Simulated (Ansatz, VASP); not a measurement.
## Two plane-wave programs on MoS2

INCAR

```
PREC = Accurate
ENCUT = 520
EDIFF = 1E-6
ISMEAR = 0
SIGMA = 0.05
LREAL = F
LASPH = T
NELM = 60
ALGO = Normal
ISIF = 2
LWAVE = F
LCHARG = F
GGA = PE
IVDW = 12
NBANDS = 20
```

File KPOINTS:

```
regular mesh
0
Gamma
  12 12 6
```

File POSCAR:

```
MoS2
1.0
    3.1497239970      0.0000000000      0.0000000000
   -1.5748619985      2.7277409963      0.0000000000
    0.0000000000      0.0000000000      6.6475426602
Mo S
1 2
Direct
    0.0000000000      0.0000000000      0.0000000000
    0.3333333333      0.6666666667      0.2356692374
    0.3333333333      0.6666666667      0.7643307626
```

Input for Ansatz:

```yaml
crystal:
  lattice:
    - [3.149723997, 0.0, 0.0]
    - [-1.5748619985, 2.7277409963, 0.0]
    - [0.0, 0.0, 6.6475426602]
  atoms:
    - { symbol: Mo, position: [0.0, 0.0, 0.0] }
    - { symbol: S, position: [0.3333333333, 0.6666666667, 0.2356692374] }
    - { symbol: S, position: [0.3333333333, 0.6666666667, 0.7643307626] }
basis:
  ecutwfc: 420
kpoints:
  mp_grid: { grid: [12, 12, 6] }
hamiltonian:
  xc: pbe
  dispersion: d3bj
scf:
  occupations: { method: gaussian, width: 0.05 }
output:
  forces: true
  stress: true
  eigenvalues: true
```

Alike in both runs: task single point; functional PBE; dispersion D3(BJ); k mesh 12 × 12 × 6; occupations gaussian, width 0.05 eV; no spin polarisation.

|  | VASP | Ansatz |
| --- | --- | --- |
| version | VASP 6.6.1 | Ansatz 0.2.0 |
| potentials or method | VASP PAW PBE potentials, release 64 (Mo_sv, S), cutoff 520 eV | scalar-relativistic, plane waves, PAW |
| valence electrons in the cell | 26 | 26 |

VASP gave:

- gap on the k mesh at the Fermi level (eV): 1.22
- least direct gap on the mesh (eV): 1.76
- pressure (GPa): -0.1
- rms of the force components (eV/Å): 0.005

**Question.** Which values does Ansatz return?

**Answer.** gap on the k mesh at the Fermi level (eV): 1.21; least direct gap on the mesh (eV): 1.76; pressure (GPa): 0.0; rms of the force components (eV/Å): 0.001.

Atom by atom the forces differ by 0.006 eV/Å (rms over components).
